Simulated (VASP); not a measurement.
# MnO (P6_3mc) in VASP: single point with PBEsol

Aim: the single point of MnO with PBEsol.

Program: VASP 6.6.1. These are calculated values, not measurements. Logs are shortened: lines on timing, memory, paths and dates and some standing lists are left out, and cuts for length are marked.

## 1. The cell of the first run

Symmetry: P6_3mc, No. 186, hexagonal system. The conventional cell has a = 3.372 Å, b = 3.372 Å, c = 5.385 Å, α = 90.00°, β = 90.00°, γ = 120.00°. Within 2.6 Å of Mn (site symmetry 3m) lie 4 O at 1.96 to 2.08 Å. Within 2.6 Å of O (site symmetry 3m) lie 4 Mn at 1.96 to 2.08 Å.

## 2. Single point, PBEsol

File INCAR:

```
SYSTEM = MnO
PREC = Accurate
ENCUT = 520
EDIFF = 1E-7
ISMEAR = 0
SIGMA = 0.05
LREAL = .False.
LASPH = .True.
NELM = 60
ALGO = Normal
ISIF = 2
LWAVE = .False.
LCHARG = .True.
GGA = PS
LELF = .True.
LVHAR = .True.
NBANDS = 48
```

File KPOINTS:

```
Automatic mesh
0
Gamma
  6 6 4
  0 0 0
```

File POSCAR:

```
MnO
1.0
    3.3717001900      0.0000000000      0.0000000000
   -3.3717001800      5.8399560400      0.0000000000
    0.0000000000      0.0000000000      5.3854988200
Mn O
4 4
Direct
    0.3333333333      0.3333333334      0.0109600000
    0.6666666667      0.1666666666      0.5109600000
    0.3333333333      0.8333333333      0.0109600000
    0.6666666667      0.6666666666      0.5109600000
    0.3333333333      0.3333333334      0.3754700000
    0.6666666667      0.1666666666      0.8754700000
    0.3333333333      0.8333333333      0.3754700000
    0.6666666667      0.6666666666      0.8754700000
```

Potentials or basis: VASP PAW PBE potentials, release 64 (Mn_pv, O).

On the command line:

```
> cat potpaw_PBE.64/Mn_pv/POTCAR potpaw_PBE.64/O/POTCAR > POTCAR
> mpirun -np 1 vasp_std > vasp.out
```

OUTCAR:

```text
SYSTEM = MnO
   PREC = Accurate
   ENCUT = 520
   EDIFF = 1E-7
   ISMEAR = 0
   LREAL = .False.
   LASPH = .True.
   NELM = 60
   ISIF = 2
   GGA = PS

 ion  position               nearest neighbor table
   1  0.333  0.333  0.011-   5 1.96   6 2.08   8 2.08   6 2.08
   2  0.667  0.167  0.511-   6 1.96   5 2.08   7 2.08   5 2.08
   3  0.333  0.833  0.011-   7 1.96   8 2.08   6 2.08   8 2.08
   4  0.667  0.667  0.511-   8 1.96   7 2.08   5 2.08   7 2.08
   5  0.333  0.333  0.375-   1 1.96   2 2.08   4 2.08   2 2.08
   6  0.667  0.167  0.875-   2 1.96   1 2.08   3 2.08   1 2.08
   7  0.333  0.833  0.375-   3 1.96   4 2.08   2 2.08   4 2.08
   8  0.667  0.667  0.875-   4 1.96   3 2.08   1 2.08   3 2.08

  LATTYP: Found a simple orthorhombic cell.
 ALAT       =     3.3717001900
 B/A-ratio  =     1.5972650344
 C/A-ratio  =     1.7320508085

  Lattice vectors:

 A1 = (  -3.3717001900,   0.0000000000,   0.0000000000)
 A2 = (   0.0000000000,   0.0000000000,   5.3854988200)
 A3 = (   0.0000000100,   5.8399560400,   0.0000000000)

Analysis of symmetry for initial positions (statically):
=====================================================================
 Subroutine PRICEL returns following result:

  LATTYP: Found a hexagonal cell.
 ALAT       =     3.3717001900
 C/A-ratio  =     1.5972650344

  Lattice vectors:

 A1 = (   3.3717001900,   0.0000000000,   0.0000000000)
 A2 = (  -1.6858500903,   2.9199780206,   0.0000000000)
 A3 = (   0.0000000000,   0.0000000000,   5.3854988200)

   2 primitive cells build up your supercell.

 Routine SETGRP: Setting up the symmetry group for a
 simple orthorhombic supercell.

 Subroutine GETGRP returns: Found  4 space group operations
 (whereof  2 operations were pure point group operations)
 out of a pool of  8 trial point group operations.

The static configuration has the point symmetry C_1h.
 The point group associated with its full space group is C_2v.

Analysis of symmetry for dynamics (positions and initial velocities):
=====================================================================
 Subroutine PRICEL returns following result:

  LATTYP: Found a hexagonal cell.
 ALAT       =     3.3717001900
 C/A-ratio  =     1.5972650344

  Lattice vectors:

 A1 = (   3.3717001900,   0.0000000000,   0.0000000000)
[... 114 lines left out ...]
   LASPH  =      T    aspherical Exc in radial PAW
   ENCUT  =  520.0 eV  38.22 Ry    6.18 a.u.   6.27 12.54 10.01*2*pi/ulx,y,z
   NELM   =     60;   NELMIN=  2; NELMDL= -5     # of ELM steps
   EDIFF  = 0.1E-06   stopping-criterion for ELM
   LREAL  =      F    real-space projection
   EDIFFG = 0.1E-05   stopping-criterion for IOM
   NSW    =      0    number of steps for IOM
   IBRION =     -1    ionic relax: 0-MD 1-quasi-New 2-CG
   NFREE  =      0    steps in history (QN), initial steepest desc. (CG)
   ISIF   =      2    stress and relaxation
   ISYM   =      2    0-nonsym 1-usesym 2-fastsym
   POTIM  = 0.5000    time-step for ionic-motion
   TEBEG  =    0.0;   TEEND  =   0.0 temperature during run
   PSTRESS=    0.0 pullay stress
   NELECT =      76.0000    total number of electrons
   NUPDOWN=      -1.0000    fix difference up-down
   EMIN   =  10.00;   EMAX   =-10.00  energy-range for DOS
   EFERMI =   0.00;   METHOD = LEGACY
   ISMEAR =     0;   SIGMA  =   0.05  broadening in eV -4-tet -1-fermi 0-gaus
   EFERMI_NEDOS =   21; number of points for ismear=-14 and -15
   IALGO  =     38    algorithm
   IMIX   =      4    mixing-type and parameters
     AMIX     =   0.40;   BMIX     =  1.00
     AMIX_MAG =   1.60;   BMIX_MAG =  1.00
  volume/ion in A,a.u.               =      13.26        89.45
  Fermi-wavevector in a.u.,A,eV,Ry     =   1.465046  2.768535 29.202990  2.146359
  Thomas-Fermi vector in A             =   2.580949
   LORBIT       =      0    0 simple, 1 ext, 2 COOP (PROOUT), +10 PAW based schemes
   GGA     = PS    functional components
   LHFCALC =     F    Hartree Fock is set to
   AEXX    =    0.0000 exact exchange contribution
   IVDW    =     0    specifies the selected vdW correction
   LEPSILON=     F    determine dielectric tensor
   LRPA    =     F    only Hartree local field effects (RPA)
 non-spin polarized calculation
 Gauss-broadening in eV      SIGMA  =   0.05
  energy-cutoff  :      520.00
  volume of cell :      106.04
 maximum number of plane-waves:      2896
 NGX is ok and might be reduce to    28
   NGX = 13   NGY = 25   NGZ = 21

 number of electron      75.9999996 magnetization

 Free energy of the ion-electron system (eV)
  ---------------------------------------------------
  ext. energy  EPLUGINS =         0.00000000
  ---------------------------------------------------
  free energy    TOTEN  =       -62.07408344 eV

  energy without entropy =      -62.04866948  energy(sigma->0) =      -62.06137646

 E-fermi :   4.9517     XC(G=0): -11.0268

 val. band max:        4.9504014961   @ k =  -0.3333   0.3333   0.0000
 cond. band min:       4.9561819915   @ k =   0.5000   0.5000   0.2500
 fundamental gap:      0.0057804954
 Fermi energy:         4.9517328203

 k-point     1 :       0.0000    0.0000    0.0000
  band No.  band energies     occupation
      1     -43.1081      2.00000
      2     -43.0907      2.00000
      3     -43.0770      2.00000
      4     -43.0657      2.00000
      5     -42.9430      2.00000
      6     -42.9374      2.00000
[... 1213 lines left out ...]
     47       6.0308      0.00000
     48       6.0308      0.00000

 [... further k-points ...]
[... 5 lines left out ...]
  --------------------------------------------------------------------------------------
  -------------------------------------------------------------------------------------
  Total      -24.4361571    -24.6305090    -20.1890065     -0.0000000      0.0000000      0.0000000
  in kB     -369.1977339   -372.1341329   -305.0289551     -0.0000006      0.0000000      0.0000000
  external PRESSURE =    -348.7869406 kB  Pullay stress =       0.0000000 kB

 VOLUME and BASIS-vectors are now :
 -----------------------------------------------------------------------------
  energy-cutoff  :      520.00
  volume of cell :      106.04
      direct lattice vectors                 reciprocal lattice vectors
     3.371700190  0.000000000  0.000000000     0.296586275  0.171234165  0.000000000
    -3.371700180  5.839956040  0.000000000     0.000000000  0.171234166  0.000000000
     0.000000000  0.000000000  5.385498820     0.000000000  0.000000000  0.185683821

 POSITION                                       TOTAL-FORCE (eV/Angst)
 -----------------------------------------------------------------------------------
      0.00000      1.94665      0.05903        -0.000000     -0.026621     -0.209727
      1.68585      0.97333      2.75177         0.000000      0.026621     -0.209727
     -1.68585      4.86663      0.05903        -0.000000     -0.026621     -0.209727
      0.00000      3.89330      2.75177         0.000000      0.026621     -0.209727
      0.00000      1.94665      2.02209        -0.000000     -0.026615      0.209727
      1.68585      0.97333      4.71484         0.000000      0.026615      0.209727
     -1.68585      4.86663      2.02209        -0.000000     -0.026615      0.209727
      0.00000      3.89330      4.71484         0.000000      0.026615      0.209727
 -----------------------------------------------------------------------------------
    total drift:                                0.000001      0.000002      0.003647

  FREE ENERGIE OF THE ION-ELECTRON SYSTEM (eV)
  ---------------------------------------------------
  free  energy   TOTEN  =       -62.0740834358 eV

  energy  without entropy=      -62.0486694773  energy(sigma->0) =      -62.06137646
```

OSZICAR:

```text
N       E                     dE             d eps       ncg     rms          rms(c)
DAV:   1     0.102789801429E+04    0.10279E+04   -0.42702E+04  4680   0.189E+03
DAV:   2     0.589697373539E+02   -0.96893E+03   -0.92093E+03  4704   0.558E+02
DAV:   3    -0.689036966740E+02   -0.12787E+03   -0.12213E+03  5504   0.190E+02
DAV:   4    -0.758605254109E+02   -0.69568E+01   -0.67239E+01  5528   0.402E+01
DAV:   5    -0.760156850159E+02   -0.15516E+00   -0.15385E+00  5664   0.651E+00    0.332E+01
DAV:   6    -0.874850009383E+02   -0.11469E+02   -0.33338E+02  5808   0.102E+02    0.597E+01
DAV:   7    -0.615577760057E+02    0.25927E+02   -0.13129E+02  5904   0.841E+01    0.943E+00
DAV:   8    -0.622505431008E+02   -0.69277E+00   -0.11753E+01  5016   0.139E+01    0.401E+00
DAV:   9    -0.620709484902E+02    0.17959E+00   -0.11586E+00  5216   0.429E+00    0.108E+00
DAV:  10    -0.620781764576E+02   -0.72280E-02   -0.63733E-02  4888   0.136E+00    0.869E-01
DAV:  11    -0.620764008229E+02    0.17756E-02   -0.64594E-03  5240   0.446E-01    0.381E-01
DAV:  12    -0.620743545751E+02    0.20462E-02   -0.15295E-02  6200   0.552E-01    0.154E-01
DAV:  13    -0.620741088365E+02    0.24574E-03   -0.12632E-03  5136   0.197E-01    0.538E-02
DAV:  14    -0.620740870455E+02    0.21791E-04   -0.16091E-04  5384   0.512E-02    0.191E-02
DAV:  15    -0.620740834186E+02    0.36269E-05   -0.20147E-05  5520   0.275E-02    0.544E-03
DAV:  16    -0.620740834393E+02   -0.20742E-07   -0.71467E-06  5008   0.100E-02    0.458E-03
DAV:  17    -0.620740834358E+02    0.35052E-08   -0.31484E-07  3712   0.380E-03
   1 F= -.62074083E+02 E0= -.62061376E+02  d E =-.254140E-01
```

stdout:

```text
POSCAR found type information on POSCAR MnO
 POSCAR found :  2 types and       8 ions
 scaLAPACK will be used
 -----------------------------------------------------------------------------
|                                                                             |
|                                                                             |
|     You enforced a specific xc type in the INCAR file but a different       |
|     I HOPE YOU KNOW WHAT YOU ARE DOING!                                     |
|                                                                             |
 -----------------------------------------------------------------------------

 LDA part: xc-table for (Slater+PW92), standard interpolation
 POSCAR, INCAR and KPOINTS ok, starting setup
 FFT: planning ... GRIDC
 FFT: planning ... GRID_SOFT
 FFT: planning ... GRID
 WAVECAR not read
 entering main loop
```

Wall time 2.2 min (1 thread of Intel Xeon Platinum 8559C (Emerald Rapids), shared host); peak memory 0.33 GiB.

Results:

* Free energy: -62.0741 eV
* Pressure: -34.9 GPa
* Largest force: 0.211 eV/Å
* Band gap on the k mesh: zero (band 38 reaches 5.32 eV, above the bottom of band 39 at 4.76 eV)

Forces on the atoms (eV/Å):
```
Mn   0.000 -0.027 -0.210
Mn   0.000  0.027 -0.210
Mn   0.000 -0.027 -0.210
Mn   0.000  0.027 -0.210
O    0.000 -0.027  0.210
O    0.000  0.027  0.210
O    0.000 -0.027  0.210
O    0.000  0.027  0.210
```

Stress tensor (GPa, compression positive):
```
-36.92   0.00   0.00
  0.00 -37.21   0.00
  0.00   0.00 -30.50
```

Levels at points of the mesh, in eV from the Fermi level:
| k point | band 34 | band 35 | band 36 | band 37 | band 38 | band 39 | band 40 | band 41 | band 42 | band 43 |
| --- | --- | --- | --- | --- | --- | --- | --- | --- | --- | --- |
| (0.00, 0.00, 0.00) | -0.39 | -0.33 | -0.24 | -0.23 | -0.19 | -0.19 | -0.01 | 0.20 | 0.39 | 0.84 |
| (0.50, 0.00, 0.00) | -0.33 | -0.24 | -0.24 | -0.23 | -0.23 | -0.01 | -0.01 | 0.19 | 0.19 | 0.39 |
| (0.00, 0.50, 0.00) | -0.67 | -0.10 | -0.10 | 0.03 | 0.03 | 0.25 | 0.25 | 0.60 | 0.60 | 1.04 |
| (0.50, 0.50, 0.00) | -0.39 | -0.36 | -0.36 | -0.22 | -0.22 | -0.03 | -0.03 | 0.38 | 0.38 | 0.50 |
| (0.00, 0.00, 0.50) | -0.39 | -0.17 | -0.17 | -0.15 | -0.15 | 0.32 | 0.32 | 0.63 | 0.63 | 0.70 |
| (0.50, 0.00, 0.50) | -0.17 | -0.17 | -0.17 | -0.15 | -0.15 | -0.15 | -0.15 | 0.63 | 0.63 | 0.63 |
| (0.00, 0.50, 0.50) | -0.36 | -0.36 | -0.36 | 0.37 | 0.37 | 0.37 | 0.37 | 0.79 | 0.79 | 0.79 |
| (0.50, 0.50, 0.50) | -0.22 | -0.22 | -0.22 | -0.03 | -0.03 | -0.03 | -0.03 | 0.47 | 0.47 | 0.47 |

Caveat: the PAW data sets were made with another functional, which shifts forces and pressure a little; the run has no spin polarisation, though such a crystal can be magnetic; semilocal functionals often make such compounds metallic where correlation or magnetic order opens a gap, which also shifts bond lengths. Spin polarisation is off, so any magnetic state and its effect on volume and gap are missing.
